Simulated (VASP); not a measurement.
Crystal: Pd.

```
Pd
1.0
     2.76498    0.00000    0.00000
    -1.38249    2.39454    0.00000
     0.00000    0.00000    4.59783
Pd
2
Direct
  0.33333 0.66667 0.25000
  0.66667 0.33333 0.75000
```

Base run:

| Quantity | Value |
| --- | --- |
| Program | VASP 6.6.1 |
| Functional | PBE |
| Potentials or basis | VASP PAW PBE potentials, release 64 (Pd) |
| Cutoff | 520 eV |
| k mesh | 11 × 11 × 6 |
| Occupations | fermi-dirac, width 0.05 eV |
| Spin | no spin polarisation |

Its results: band gap on the k mesh zero (band 10 reaches 9.41 eV, above the bottom of band 11 at 8.59 eV); pressure 1.7 GPa.

Q: The run is repeated on the same cell with these changes: functional from PBE to r2SCAN. What comes out?

A: Band gap on the k mesh zero (band 10 reaches 9.25 eV, above the bottom of band 11 at 8.38 eV); pressure -1.9 GPa.

Caveats: the PAW data sets were made with another functional, which shifts forces and pressure a little (some runs).
